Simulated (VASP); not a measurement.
# BeCd3O4 (P-43m) in VASP: further runs

BeCd3O4 is run at these levels: PBE; tasks: single point, relaxation of cell and atoms.

All numbers are computed with VASP 6.6.1; they aren't measurements. Logs are shortened: lines on timing, memory, paths and dates and some standing lists are left out, and cuts for length are marked.

### Step 1. The cell of the first run

Symmetry: P-43m, No. 215, cubic system. The conventional cell has a = 4.777 Å, b = 4.777 Å, c = 4.777 Å, α = 90.00°, β = 90.00°, γ = 90.00°. Be (site symmetry -43m) has 4 O at 1.70 Å within 2.3 Å. Cd (site symmetry -42m) has 4 O at 2.22 Å within 2.9 Å. O (site symmetry 3m) has 1 Be at 1.70 Å and 3 Cd at 2.22 Å within 2.3 Å.

### Step 2. Single point, PBE

INCAR

```
  PREC = Accurate
  ENCUT = 520
  EDIFF = 1E-6
  ISMEAR = 0
  SIGMA = 0.1
  LREAL = False
  LASPH = True
  NELM = 100
  ALGO = Normal
  ISIF = 2
  LWAVE = False
  LCHARG = False
  GGA = PE
  NBANDS = 41
```

KPOINTS

```
regular mesh
0
Gamma
  8 8 8
```

POSCAR

```
BeCd3O4
1.0
    4.7772043904      0.0000000000      0.0000000000
    0.0000000000      4.7772043904      0.0000000000
    0.0000000000      0.0000000000      4.7772043904
Be Cd O
1 3 4
Direct
    0.0000000000      0.0000000000      0.0000000000
    0.0000000000      0.5000000000      0.5000000000
    0.5000000000      0.5000000000      0.0000000000
    0.5000000000      0.0000000000      0.5000000000
    0.7949732104      0.7949732104      0.2050267896
    0.7949732104      0.2050267896      0.7949732104
    0.2050267896      0.7949732104      0.7949732104
    0.2050267896      0.2050267896      0.2050267896
```

Potentials or basis: VASP PAW PBE potentials, release 64 (Be, Cd, O).

The run is started by

```console
$ cat potpaw_PBE.64/Be/POTCAR potpaw_PBE.64/Cd/POTCAR potpaw_PBE.64/O/POTCAR > POTCAR
$ mpirun -np 1 vasp_std > vasp.out
```

OUTCAR:

```text
PREC = Accurate
   ENCUT = 520
   EDIFF = 1E-6
   ISMEAR = 0
   LREAL = False
   LASPH = True
   NELM = 100
   ISIF = 2
   GGA = PE

 ion  position               nearest neighbor table
   1  0.000  0.000  0.000-   5 1.70   6 1.70   7 1.70   8 1.70
   2  0.000  0.500  0.500-   5 2.22   6 2.22   7 2.22   8 2.22   3 3.38   4 3.38   3 3.38   4 3.38
                             3 3.38   4 3.38   3 3.38   4 3.38
   3  0.500  0.500  0.000-   5 2.22   6 2.22   7 2.22   8 2.22   2 3.38   4 3.38   2 3.38   4 3.38
                             4 3.38   4 3.38   2 3.38   2 3.38
   4  0.500  0.000  0.500-   5 2.22   6 2.22   7 2.22   8 2.22   2 3.38   3 3.38   3 3.38   2 3.38
                             3 3.38   3 3.38   2 3.38   2 3.38
   5  0.795  0.795  0.205-   1 1.70   2 2.22   3 2.22   4 2.22
   6  0.795  0.205  0.795-   1 1.70   2 2.22   3 2.22   4 2.22
   7  0.205  0.795  0.795-   1 1.70   2 2.22   3 2.22   4 2.22
   8  0.205  0.205  0.205-   1 1.70   2 2.22   3 2.22   4 2.22

  LATTYP: Found a simple cubic cell.
 ALAT       =     4.7772043904

  Lattice vectors:

 A1 = (   4.7772043904,   0.0000000000,   0.0000000000)
 A2 = (   0.0000000000,   4.7772043904,   0.0000000000)
 A3 = (   0.0000000000,   0.0000000000,   4.7772043904)

Analysis of symmetry for initial positions (statically):
=====================================================================
 Subroutine PRICEL returns:
 Original cell was already a primitive cell.

 Routine SETGRP: Setting up the symmetry group for a
 simple cubic supercell.

 Subroutine GETGRP returns: Found 24 space group operations
 (whereof 24 operations were pure point group operations)
 out of a pool of 48 trial point group operations.

The static configuration has the point symmetry T_d .

Analysis of symmetry for dynamics (positions and initial velocities):
=====================================================================
 Subroutine PRICEL returns:
 Original cell was already a primitive cell.

 Routine SETGRP: Setting up the symmetry group for a
 simple cubic supercell.

 Subroutine GETGRP returns: Found 24 space group operations
 (whereof 24 operations were pure point group operations)
 out of a pool of 48 trial point group operations.

The dynamic configuration has the point symmetry T_d .

 Subroutine INISYM returns: Found 24 space group operations
 (whereof 24 operations are pure point group operations),
 and found     1 'primitive' translations

[... 105 lines left out ...]
   NELM   =    100;   NELMIN=  2; NELMDL= -5     # of ELM steps
   EDIFF  = 0.1E-05   stopping-criterion for ELM
   LREAL  =      F    real-space projection
   EDIFFG = 0.1E-04   stopping-criterion for IOM
   NSW    =      0    number of steps for IOM
   IBRION =     -1    ionic relax: 0-MD 1-quasi-New 2-CG
   NFREE  =      0    steps in history (QN), initial steepest desc. (CG)
   ISIF   =      2    stress and relaxation
   ISYM   =      2    0-nonsym 1-usesym 2-fastsym
   POTIM  = 0.5000    time-step for ionic-motion
   TEBEG  =    0.0;   TEEND  =   0.0 temperature during run
   PSTRESS=    0.0 pullay stress
   NELECT =      62.0000    total number of electrons
   NUPDOWN=      -1.0000    fix difference up-down
   EMIN   =  10.00;   EMAX   =-10.00  energy-range for DOS
   EFERMI =   0.00;   METHOD = LEGACY
   ISMEAR =     0;   SIGMA  =   0.10  broadening in eV -4-tet -1-fermi 0-gaus
   EFERMI_NEDOS =   21; number of points for ismear=-14 and -15
   IALGO  =     38    algorithm
   IMIX   =      4    mixing-type and parameters
     AMIX     =   0.40;   BMIX     =  1.00
     AMIX_MAG =   1.60;   BMIX_MAG =  1.00
  volume/ion in A,a.u.               =      13.63        91.97
  Fermi-wavevector in a.u.,A,eV,Ry     =   1.356329  2.563089 25.029647  1.839627
  Thomas-Fermi vector in A             =   2.483341
   LORBIT       =      0    0 simple, 1 ext, 2 COOP (PROOUT), +10 PAW based schemes
   GGA     = PE    functional components
   LHFCALC =     F    Hartree Fock is set to
   AEXX    =    0.0000 exact exchange contribution
   IVDW    =     0    specifies the selected vdW correction
   LEPSILON=     F    determine dielectric tensor
   LRPA    =     F    only Hartree local field effects (RPA)
 non-spin polarized calculation
 Gauss-broadening in eV      SIGMA  =   0.10
  energy-cutoff  :      520.00
  volume of cell :      109.02
 maximum number of plane-waves:      3016
 NGX is ok and might be reduce to    36
   NGX = 17   NGY = 17   NGZ = 17

 number of electron      62.0000016 magnetization

 Free energy of the ion-electron system (eV)
  ---------------------------------------------------
  ext. energy  EPLUGINS =         0.00000000
  ---------------------------------------------------
  free energy    TOTEN  =       -36.50943418 eV

  energy without entropy =      -36.50889956  energy(sigma->0) =      -36.50916687

 E-fermi :   1.2970     XC(G=0): -10.5298

 val. band max:        1.2389781330   @ k =   0.0000   0.0000   0.0000
 cond. band min:       1.7217506191   @ k =   0.1250   0.0000   0.0000
 fundamental gap:      0.4827724861
 Fermi energy:         1.2970191163

 k-point     1 :       0.0000    0.0000    0.0000
  band No.  band energies     occupation
      1     -16.1914      2.00000
      2     -15.3765      2.00000
      3     -15.3765      2.00000
      4     -15.3765      2.00000
      5      -6.2559      2.00000
      6      -5.9901      2.00000
[... 1045 lines left out ...]
     40      11.8938      0.00000
     41      12.2419      0.00000

 [... further k-points ...]
[... 5 lines left out ...]
  --------------------------------------------------------------------------------------
  -------------------------------------------------------------------------------------
  Total        0.7459060      0.7459060      0.7459060      0.0000000     -0.0000000      0.0000000
  in kB       10.9615809     10.9615809     10.9615809      0.0000000     -0.0000000      0.0000000
  external PRESSURE =      10.9615809 kB  Pullay stress =       0.0000000 kB

 VOLUME and BASIS-vectors are now :
 -----------------------------------------------------------------------------
  energy-cutoff  :      520.00
  volume of cell :      109.02
      direct lattice vectors                 reciprocal lattice vectors
     4.777204390  0.000000000  0.000000000     0.209327447  0.000000000  0.000000000
     0.000000000  4.777204390  0.000000000     0.000000000  0.209327447  0.000000000
     0.000000000  0.000000000  4.777204390     0.000000000  0.000000000  0.209327447

 POSITION                                       TOTAL-FORCE (eV/Angst)
 -----------------------------------------------------------------------------------
      0.00000      0.00000      0.00000        -0.000000      0.000000      0.000000
      0.00000      2.38860      2.38860        -0.000000     -0.000000      0.000000
      2.38860      2.38860      0.00000        -0.000000     -0.000000      0.000000
      2.38860      0.00000      2.38860        -0.000000     -0.000000      0.000000
      3.79775      3.79775      0.97945         0.047830      0.047830     -0.047830
      3.79775      0.97945      3.79775         0.047830     -0.047830      0.047830
      0.97945      3.79775      3.79775        -0.047830      0.047830      0.047830
      0.97945      0.97945      0.97945        -0.047830     -0.047830     -0.047830
 -----------------------------------------------------------------------------------
    total drift:                                0.000000      0.000000      0.000000

  FREE ENERGIE OF THE ION-ELECTRON SYSTEM (eV)
  ---------------------------------------------------
  free  energy   TOTEN  =       -36.5094341829 eV

  energy  without entropy=      -36.5088995646  energy(sigma->0) =      -36.50916687
```

OSZICAR:

```text
N       E                     dE             d eps       ncg     rms          rms(c)
DAV:   1     0.523634217119E+03    0.52363E+03   -0.33556E+04  2870   0.151E+03
DAV:   2    -0.877550884808E+01   -0.53241E+03   -0.50539E+03  3140   0.402E+02
DAV:   3    -0.451866571106E+02   -0.36411E+02   -0.36058E+02  3424   0.112E+02
DAV:   4    -0.456037890935E+02   -0.41713E+00   -0.41679E+00  3218   0.129E+01
DAV:   5    -0.456073756305E+02   -0.35865E-02   -0.35854E-02  3416   0.108E+00    0.200E+01
DAV:   6    -0.365348255009E+02    0.90726E+01   -0.27245E+01  4629   0.634E+01    0.151E+01
DAV:   7    -0.366745810362E+02   -0.13976E+00   -0.49654E+00  3242   0.143E+01    0.830E+00
DAV:   8    -0.365786008054E+02    0.95980E-01   -0.15991E+00  3312   0.613E+00    0.237E+00
DAV:   9    -0.365118721047E+02    0.66729E-01   -0.16325E-01  3959   0.304E+00    0.658E-01
DAV:  10    -0.365097766527E+02    0.20955E-02   -0.45180E-02  3260   0.144E+00    0.287E-01
DAV:  11    -0.365096283023E+02    0.14835E-03   -0.10636E-02  3555   0.734E-01    0.177E-01
DAV:  12    -0.365094194659E+02    0.20884E-03   -0.20307E-03  3126   0.265E-01    0.715E-02
DAV:  13    -0.365094389993E+02   -0.19533E-04   -0.92913E-05  3264   0.580E-02    0.323E-02
DAV:  14    -0.365094341638E+02    0.48356E-05   -0.24946E-05  3329   0.360E-02    0.133E-02
DAV:  15    -0.365094345077E+02   -0.34390E-06   -0.11402E-05  3132   0.168E-02    0.642E-03
DAV:  16    -0.365094341829E+02    0.32477E-06   -0.87005E-07  2283   0.521E-03
   1 F= -.36509434E+02 E0= -.36509167E+02  d E =-.534618E-03
```

Run time: 2.1 min. Hardware: 1 thread of Intel Xeon Platinum 8259CL at 2.50GHz (Skylake/Cascade Lake), shared host; peak memory 0.27 GiB.

Results:

| Item | Value |
| --- | --- |
| Free energy | -36.5094 eV |
| Pressure | 1.1 GPa |
| Largest force | 0.083 eV/Å |

Forces on the atoms (eV/Å):
```
Be   0.000  0.000  0.000
Cd   0.000  0.000  0.000
Cd   0.000  0.000  0.000
Cd   0.000  0.000  0.000
O    0.048  0.048 -0.048
O    0.048 -0.048  0.048
O   -0.048  0.048  0.048
O   -0.048 -0.048 -0.048
```

Levels at points of the mesh, in eV from the Fermi level:
| k point | band 28 | band 29 | band 30 | band 31 | band 32 | band 33 | band 34 | band 35 |
| --- | --- | --- | --- | --- | --- | --- | --- | --- |
| (0.00, 0.00, 0.00) | -1.71 | -0.64 | -0.64 | -0.64 | -0.06 | 4.93 | 4.93 | 4.93 |
| (0.50, 0.00, 0.00) | -1.41 | -1.41 | -0.68 | -0.68 | 2.42 | 2.98 | 6.34 | 6.34 |
| (0.50, 0.50, 0.00) | -1.34 | -1.16 | -1.16 | -0.08 | 2.68 | 4.51 | 4.51 | 6.14 |
| (0.50, 0.50, 0.50) | -0.78 | -0.78 | -0.66 | -0.66 | 2.87 | 4.08 | 4.08 | 4.08 |

### Step 3. Relaxation of cell and atoms, PBE

INCAR

```
SYSTEM = BeCd3O4
ALGO     = Normal         ! electronic algorithm
EDIFF    = 1E-6           ! SCF threshold, eV
EDIFFG   = -0.01          ! ionic threshold
ENCUT    = 600            ! plane-wave cutoff, eV
GGA      = PE             ! functional
IBRION   = 2              ! ionic algorithm
ISIF     = 3              ! what is computed and relaxed
ISMEAR   = 0              ! smearing method
LASPH    = .TRUE.         ! aspherical terms in the spheres
LCHARG   = .FALSE.        ! write CHGCAR
LREAL    = .FALSE.        ! projectors in reciprocal space
LWAVE    = .FALSE.        ! write WAVECAR
NELM     = 100            ! most SCF steps
NSW      = 100            ! ionic steps
PREC     = Accurate       ! precision mode
SIGMA    = 0.1            ! smearing width, eV
```

KPOINTS

```
k-points
0
G
  8 8 8
  0 0 0
```

POSCAR is that of step 2.

Potentials or basis: VASP PAW PBE potentials, release 64 (Be, Cd, O).

The run is started by

```console
$ cat potpaw_PBE.64/Be/POTCAR potpaw_PBE.64/Cd/POTCAR potpaw_PBE.64/O/POTCAR > POTCAR
$ mpirun -np 1 vasp_std > vasp.out
```

Wall time 6.3 min (1 thread of Intel Xeon Platinum 8259CL at 2.50GHz (Skylake/Cascade Lake), shared host); peak memory 0.35 GiB.

It converged, with:

- Free energy: -36.5201 eV
- Relaxed volume: 13.73 Å³/atom
- Relaxed cell: a = 4.789 Å, b = 4.789 Å, c = 4.789 Å, α = 90.00°, β = 90.00°, γ = 90.00°
- Space group after relaxing (to 0.05 Å): P-43m (No. 215)
- Energy gained by relaxing: 0.4 meV/atom
- Ionic steps: 5
- Pressure after relaxing: 0.0 GPa
- Largest force after relaxing: 0.004 eV/Å

Forces in eV/Å, atoms in the order of the input:
```
Be   0.000  0.000  0.000
Cd   0.000  0.000  0.000
Cd   0.000  0.000  0.000
Cd   0.000  0.000  0.000
O    0.002  0.002 -0.002
O    0.002 -0.002  0.002
O   -0.002  0.002  0.002
O   -0.002 -0.002 -0.002
```

Step by step:
```
step  energy change (eV)  largest force (eV/Å)  pressure (GPa)  volume (Å³)
   1              0.0000                0.0814            0.90       109.02
   2             -0.0023                0.0105           -0.41       110.24
   3             -0.0028                0.0161           -0.04       109.88
   4             -0.0028                0.0173           -0.02       109.86
   5             -0.0029                0.0036            0.01       109.83
```

Final structure:
```
Be Cd O
1.0
     4.78893    0.00000    0.00000
     0.00000    4.78893    0.00000
     0.00000    0.00000    4.78893
Be Cd O
1 3 4
Direct
  0.00000 0.00000 0.00000
  0.00000 0.50000 0.50000
  0.50000 0.50000 0.00000
  0.50000 0.00000 0.50000
  0.79539 0.79539 0.20461
  0.79539 0.20461 0.79539
  0.20461 0.79539 0.79539
  0.20461 0.20461 0.20461
```

Levels at points of the mesh, in eV from the Fermi level:
| k point | band 28 | band 29 | band 30 | band 31 | band 32 | band 33 | band 34 | band 35 |
| --- | --- | --- | --- | --- | --- | --- | --- | --- |
| (0.00, 0.00, 0.00) | -1.68 | -0.65 | -0.65 | -0.65 | -0.07 | 4.92 | 4.92 | 4.92 |
| (0.50, 0.00, 0.00) | -1.39 | -1.39 | -0.67 | -0.67 | 2.40 | 2.95 | 6.31 | 6.31 |
| (0.50, 0.50, 0.00) | -1.32 | -1.14 | -1.14 | -0.08 | 2.65 | 4.47 | 4.47 | 6.11 |
| (0.50, 0.50, 0.50) | -0.77 | -0.77 | -0.66 | -0.66 | 2.84 | 4.04 | 4.04 | 4.04 |
